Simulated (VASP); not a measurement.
# HfN (P6_3/mmc) in VASP: a series of runs, part 2 of 3

VASP 6.6.1.

### Step 3. Relaxation of cell and atoms, LDA, target pressure 22 GPa, at which the enthalpy is minimised

This run uses another cell than the first one, of 10.78 Å³/atom, 0.966 times its volume.

INCAR

```
PREC = Accurate ; ENCUT = 600
EDIFF = 1E-7 ; ISMEAR = -1
SIGMA = 0.15 ; LREAL = False
LASPH = True ; NELM = 100
ALGO = Normal ; ISIF = 3
LWAVE = False ; LCHARG = False
GGA = CA ; IBRION = 2
NSW = 80 ; EDIFFG = -0.001
PSTRESS = 220.0
```

KPOINTS

```
regular mesh
0
Gamma
  15 15 8
```

POSCAR

```
HfN
1.0
    3.0658716673      0.0000000000      0.0000000000
   -1.5329358336      2.6551227486      0.0000000000
    0.0000000000      0.0000000000      5.2968460767
Hf N
2 2
Direct
    0.6666666667      0.3333333333      0.7500000000
    0.3333333333      0.6666666667      0.2500000000
    0.0000000000      0.0000000000      0.0000000000
    0.0000000000      0.0000000000      0.5000000000
```

Potentials or basis: VASP PAW LDA potentials, release 64 (Hf_pv, N).

Started as:

```console
> cat potpaw_LDA.64/Hf_pv/POTCAR potpaw_LDA.64/N/POTCAR > POTCAR
> mpirun -np 1 vasp_std > vasp.out
```

OUTCAR:

```text
PREC = Accurate
   ENCUT = 600
   EDIFF = 1E-7
   ISMEAR = -1
   LREAL = False
   LASPH = True
   NELM = 100
   ISIF = 3
   GGA = CA
   IBRION = 2
   NSW = 80
   EDIFFG = -0.001
   PSTRESS = 220.0

 ion  position               nearest neighbor table
   1  0.667  0.333  0.750-   3 2.21   4 2.21   3 2.21   4 2.21   3 2.21   4 2.21   2 3.19   2 3.19
                             2 3.19   2 3.19   2 3.19   2 3.19
   2  0.333  0.667  0.250-   3 2.21   4 2.21   3 2.21   4 2.21   3 2.21   4 2.21   1 3.19   1 3.19
                             1 3.19   1 3.19   1 3.19   1 3.19
   3  0.000  0.000  0.000-   1 2.21   2 2.21   2 2.21   1 2.21   1 2.21   2 2.21
   4  0.000  0.000  0.500-   1 2.21   2 2.21   2 2.21   1 2.21   1 2.21   2 2.21

  LATTYP: Found a hexagonal cell.
 ALAT       =     3.0658716673
 C/A-ratio  =     1.7276802983

  Lattice vectors:

 A1 = (   3.0658716673,   0.0000000000,   0.0000000000)
 A2 = (  -1.5329358336,   2.6551227486,   0.0000000000)
 A3 = (   0.0000000000,   0.0000000000,   5.2968460767)

Analysis of symmetry for initial positions (statically):
=====================================================================
 Subroutine PRICEL returns:
 Original cell was already a primitive cell.

 Routine SETGRP: Setting up the symmetry group for a
 hexagonal supercell.

 Subroutine GETGRP returns: Found 24 space group operations
 (whereof 12 operations were pure point group operations)
 out of a pool of 24 trial point group operations.

The static configuration has the point symmetry D_3d.
 The point group associated with its full space group is D_6h.

Analysis of symmetry for dynamics (positions and initial velocities):
=====================================================================
 Subroutine PRICEL returns:
 Original cell was already a primitive cell.

 Routine SETGRP: Setting up the symmetry group for a
 hexagonal supercell.

 Subroutine GETGRP returns: Found 24 space group operations
 (whereof 12 operations were pure point group operations)
 out of a pool of 24 trial point group operations.

The dynamic configuration has the point symmetry D_3d.
 The point group associated with its full space group is D_6h.

 Subroutine INISYM returns: Found 24 space group operations
 (whereof 12 operations are pure point group operations),
 and found     1 'primitive' translations

----------------------------------------------------------------------------------------

                                     Primitive cell

  volume of cell :      43.1177

  direct lattice vectors                    reciprocal lattice vectors
     3.065871667  0.000000000  0.000000000     0.326171513  0.188315211  0.000000000
    -1.532935834  2.655122749  0.000000000     0.000000000  0.376630422  0.000000000
     0.000000000  0.000000000  5.296846077     0.000000000  0.000000000  0.188791591

  length of vectors
     3.065871667  3.065871667  5.296846077     0.376630422  0.376630422  0.188791591

  position of ions in fractional coordinates (direct lattice)
     0.666666667  0.333333333  0.750000000
     0.333333333  0.666666667  0.250000000
     0.000000000  0.000000000  0.000000000
     0.000000000  0.000000000  0.500000000

  ion indices of the primitive-cell ions
   primitive index   ion index
[... 36 lines left out ...]
  0.200000  0.000000  0.000000      6.000000
  0.266667  0.000000  0.000000      6.000000
  0.333333  0.000000  0.000000      6.000000
[... 16 lines left out ...]
  0.333333  0.200000  0.000000     12.000000
  0.400000  0.200000  0.000000      6.000000
 [... further k-points ...]
   k-points           NKPTS =    135   k-points in BZ     NKDIM =    135   number of bands    NBANDS=     19
   number of dos      NEDOS =    301   number of ions     NIONS =      4
   total plane-waves  NPLWV =  24192
   dimension x,y,z NGX =    24 NGY =   24 NGZ =   42
   dimension x,y,z NGXF=    48 NGYF=   48 NGZF=   84
   ions per type =               2   2
   NGX,Y,Z   is equivalent  to a cutoff of  13.01, 13.01, 13.18 a.u.
   NGXF,Y,Z  is equivalent  to a cutoff of  26.03, 26.03, 26.36 a.u.
 SYSTEM =  unknown system
   PREC   = accura    normal or accurate (medium, high low for compatibility)
   ISTART =      0    job   : 0-new  1-cont  2-samecut
   ICHARG =      2    charge: 1-file 2-atom 10-const
   ISPIN  =      1    spin polarized calculation?
   LNONCOLLINEAR =      F non collinear calculations
   LSORBIT =      F    spin-orbit coupling
   LASPH  =      T    aspherical Exc in radial PAW
   ENCUT  =  600.0 eV  44.10 Ry    6.64 a.u.   6.12  6.12 10.58*2*pi/ulx,y,z
   NELM   =    100;   NELMIN=  2; NELMDL= -5     # of ELM steps
   EDIFF  = 0.1E-06   stopping-criterion for ELM
   LREAL  =      F    real-space projection
   EDIFFG = -.1E-02   stopping-criterion for IOM
   NSW    =     80    number of steps for IOM
   IBRION =      2    ionic relax: 0-MD 1-quasi-New 2-CG
   NFREE  =      1    steps in history (QN), initial steepest desc. (CG)
   ISIF   =      3    stress and relaxation
   ISYM   =      2    0-nonsym 1-usesym 2-fastsym
   POTIM  = 0.5000    time-step for ionic-motion
   TEBEG  =    0.0;   TEEND  =   0.0 temperature during run
   PSTRESS=  220.0 pullay stress
   NELECT =      30.0000    total number of electrons
   NUPDOWN=      -1.0000    fix difference up-down
   EMIN   =  10.00;   EMAX   =-10.00  energy-range for DOS
   EFERMI =   0.00;   METHOD = LEGACY
   ISMEAR =    -1;   SIGMA  =   0.15  broadening in eV -4-tet -1-fermi 0-gaus
   EFERMI_NEDOS =   21; number of points for ismear=-14 and -15
   IALGO  =     38    algorithm
   IMIX   =      4    mixing-type and parameters
     AMIX     =   0.40;   BMIX     =  1.00
     AMIX_MAG =   1.60;   BMIX_MAG =  1.00
  volume/ion in A,a.u.               =      10.78        72.74
  Fermi-wavevector in a.u.,A,eV,Ry     =   1.450652  2.741335 28.631985  2.104392
  Thomas-Fermi vector in A             =   2.568240
   LORBIT       =      0    0 simple, 1 ext, 2 COOP (PROOUT), +10 PAW based schemes
   GGA     = CA    functional components
   LHFCALC =     F    Hartree Fock is set to
   AEXX    =    0.0000 exact exchange contribution
   IVDW    =     0    specifies the selected vdW correction
   LEPSILON=     F    determine dielectric tensor
   LRPA    =     F    only Hartree local field effects (RPA)
 conjugate gradient relaxation of ions
 non-spin polarized calculation
  energy-cutoff  :      600.00
  volume of cell :       43.12
 maximum number of plane-waves:      1464
   NGX = 13   NGY = 13   NGZ = 21

--------------------------------------- Ionic step        1  -------------------------------------------

 number of electron      30.0000002 magnetization

 Free energy of the ion-electron system (eV)
  ---------------------------------------------------
  ext. energy  EPLUGINS =         0.00000000
  ---------------------------------------------------
  free energy    TOTEN  =       -47.59931220 eV

  energy without entropy =      -47.53426489  energy(sigma->0) =      -47.56678854

------------------------ aborting loop because EDIFF is reached ----------------------------------------

  FORCE on cell =-STRESS in cart. coord.  units (eV):
  Direction    XX          YY          ZZ          XY          YZ          ZX
  --------------------------------------------------------------------------------------
  -------------------------------------------------------------------------------------
  Total        2.6507227      2.6507227      2.6797284      0.0000000      0.0000000     -0.0000000
  in kB       98.4960804     98.4960804     99.5738814      0.0000000      0.0000000     -0.0000000
  external PRESSURE =    -121.1446526 kB  Pullay stress =     220.0000000 kB
[... 307 lines left out ...]
--------------------------------------- Ionic step        9  -------------------------------------------

 number of electron      29.9999999 magnetization

 Free energy of the ion-electron system (eV)
  ---------------------------------------------------
  ext. energy  EPLUGINS =         0.00000000
  ---------------------------------------------------
  free energy    TOTEN  =       -47.46129986 eV

  energy without entropy =      -47.39829044  energy(sigma->0) =      -47.42979515

 E-fermi :   8.6740     XC(G=0): -13.5083

 val. band max:        8.6514817824   @ k =   0.3333   0.2667   0.3750
 cond. band min:       8.6805137783   @ k =   0.0667   0.0000   0.1250
 fundamental gap:      0.0290319959
 Fermi energy:         8.6739961402

 k-point     1 :       0.0000    0.0000    0.0000
  band No.  band energies     occupation
      1     -22.8449      2.00000
      2     -21.5692      2.00000
      3     -21.4653      2.00000
      4     -21.4653      2.00000
      5     -21.3824      2.00000
      6     -21.3824      2.00000
[... 505 lines left out ...]
      6     -21.8087      2.00000
[... 11 lines left out ...]
     18      13.2926      0.00000
     19      13.7661      0.00000

 [... further k-points ...]

------------------------ aborting loop because EDIFF is reached ----------------------------------------

  FORCE on cell =-STRESS in cart. coord.  units (eV):
  Direction    XX          YY          ZZ          XY          YZ          ZX
  --------------------------------------------------------------------------------------
  -------------------------------------------------------------------------------------
  Total        5.7281338      5.7281338      5.7273471      0.0000000      0.0000000      0.0000000
  in kB      219.9996553    219.9996553    219.9694380      0.0000000      0.0000000      0.0000000
  external PRESSURE =      -0.0104171 kB  Pullay stress =     220.0000000 kB
[... 23 lines left out ...]
  energy  without entropy=      -47.3982904439  energy(sigma->0) =      -47.42979515

  enthalpy is  TOTEN    =       -41.7331570594 eV   P V=        5.7281428048

 reached required accuracy - stopping structural energy minimisation
```

OSZICAR:

```text
N       E                     dE             d eps       ncg     rms          rms(c)
DAV:   1     0.127304301274E+03    0.12730E+03   -0.18783E+04  5130   0.178E+03
DAV:   2    -0.477879636276E+02   -0.17509E+03   -0.16964E+03  6808   0.369E+02
DAV:   3    -0.536099711969E+02   -0.58220E+01   -0.57550E+01  6404   0.535E+01
[... 79 lines left out ...]
       N       E                     dE             d eps       ncg     rms          rms(c)
DAV:   1    -0.474613011705E+02   -0.36040E-03   -0.11832E-04  5360   0.901E-02    0.187E-02
DAV:   2    -0.474613002772E+02    0.89328E-06   -0.26669E-06  6561   0.121E-02    0.523E-03
DAV:   3    -0.474612999425E+02    0.33467E-06   -0.23937E-07  4872   0.404E-03    0.268E-03
DAV:   4    -0.474612998642E+02    0.78289E-07   -0.12982E-07  3733   0.299E-03
   9 F= -.41733157E+02 E0= -.41701652E+02  d E =-.555402E-05
```

It took 5.8 min on 1 thread of Intel Xeon Platinum 8259CL at 2.50GHz (Skylake/Cascade Lake), shared host; peak memory 0.25 GiB.

Results:

```yaml
Free_energy: -47.4613 eV
Relaxed_volume: 10.43 Å³/atom
Relaxed_cell: a = 3.031 Å, b = 3.031 Å, c = 5.242 Å, α = 90.00°, β = 90.00°, γ = 120.00°
Space_group_after_relaxing_to_0.05_Å: P6_3/mmc (No. 194)
Energy_change_on_relaxing_the_enthalpy_is_what_falls: +34.5 meV/atom
Ionic_steps: 9
Pressure_after_relaxing: 22.0 GPa
Band_gap_on_the_k_mesh: zero (band 15 reaches 10.79 eV, above the bottom of band 16 at 8.17 eV)
```

Step by step:
| step | energy change (eV) | largest force (eV/Å) | pressure (GPa) | volume (Å³) |
| --- | --- | --- | --- | --- |
| 1 | 0.0000 | 0.0000 | 9.89 | 43.12 |
| 2 | 1.0285 | 0.0000 | 62.66 | 38.23 |
| 3 | 0.1315 | 0.0000 | 21.56 | 41.76 |
| 4 | 0.1374 | 0.0000 | 21.96 | 41.72 |
| 5 | 0.1412 | 0.0000 | 22.22 | 41.69 |
| 6 | 0.1313 | 0.0000 | 21.53 | 41.77 |
| 7 | 0.1372 | 0.0000 | 21.94 | 41.72 |
| 8 | 0.1384 | 0.0000 | 22.02 | 41.71 |
| 9 | 0.1380 | 0.0000 | 22.00 | 41.72 |

Final structure:
```
CELL_PARAMETERS angstrom
3.03148 0.00000 0.00000
-1.51574 2.62534 0.00000
0.00000 0.00000 5.24158
ATOMIC_POSITIONS crystal
Hf 0.66667 0.33333 0.75000
Hf 0.33333 0.66667 0.25000
N 0.00000 0.00000 0.00000
N 0.00000 0.00000 0.50000
```

Levels at points of the mesh, in eV from the Fermi level:
```tsv
k point	band 11	band 12	band 13	band 14	band 15	band 16	band 17	band 18	band 19
(0.00, 0.00, 0.00)	-5.07	-3.82	-3.82	-1.67	-0.78	0.72	0.72	1.91	1.98
(0.00, 0.00, 0.50)	-4.71	-4.71	-4.71	-4.71	2.12	2.12	3.22	3.22	3.22
```

Caveat: the cell is relaxed towards a set pressure, so the enthalpy falls and the energy may rise; spin-orbit coupling is left out, which moves the levels of the heavy elements.

(Part 2 of 3 ends here.)
